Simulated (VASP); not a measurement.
Set up this calculation in VASP 6.6.1, as the native input.

* Task: single point
* Functional: PBE
* Potentials or basis: VASP PAW PBE potentials, release 64 (Zn, F)
* Cutoff: 600 eV
* k mesh: 6 × 6 × 8
* Occupations: gaussian, width 0.02 eV
* Spin: no spin polarisation
* Dipole correction: no
* Further INCAR settings: ALGO = Normal; EDIFF = 1e-06; NBANDS = 35

The structure of ZnF2 lies in POSCAR:

```
ZnF2
1.0
    4.9325945986      0.0000000000      0.0000000000
    0.0000000000      4.9325945986      0.0000000000
    0.0000000000      0.0000000000      3.1875335715
Zn F
2 4
Direct
    0.0000000000      0.0000000000      0.0000000000
    0.5000000000      0.5000000000      0.5000000000
    0.3080202313      0.3080202313      0.0000000000
    0.1919797687      0.8080202313      0.5000000000
    0.6919797687      0.6919797687      0.0000000000
    0.8080202313      0.1919797687      0.5000000000
```

The input as run:

INCAR

```
SYSTEM = ZnF2
PREC     = Accurate       ! precision mode
ENCUT    = 600            ! plane-wave cutoff, eV
EDIFF    = 1E-6           ! SCF threshold, eV
ISMEAR   = 0              ! smearing method
SIGMA    = 0.02           ! smearing width, eV
LREAL    = .False.        ! projectors in reciprocal space
LASPH    = .True.         ! aspherical terms in the spheres
NELM     = 120            ! most SCF steps
ALGO     = Normal         ! electronic algorithm
ISIF     = 2              ! what is computed and relaxed
LWAVE    = .False.        ! write WAVECAR
LCHARG   = .True.         ! write CHGCAR
GGA      = PE             ! functional
LELF     = .True.         ! ELF
LVHAR    = .True.       
NBANDS   = 35             ! bands
GGA_COMPAT= .False.
```

KPOINTS

```
regular mesh
0
Gamma
  6 6 8
  0 0 0
```

Potentials or basis: VASP PAW PBE potentials, release 64 (Zn, F).

Launch:

```console
$ cat potpaw_PBE.64/Zn/POTCAR potpaw_PBE.64/F/POTCAR > POTCAR
$ mpirun -np 1 vasp_std > vasp.out
```

Results of the run:

```yaml
Pressure: -4.2 GPa
Largest_force: 0.027 eV/Å
Band_gap_on_the_k_mesh: 3.40 eV (least direct gap 3.51 eV)
```

Caveat: the cell stands under tension.

It took 110 s on 1 thread of Intel(R) Xeon(R) Platinum 8124M CPU @ 3.00GHz (Skylake/Cascade Lake), on a shared host, peak memory 0.28 GiB.
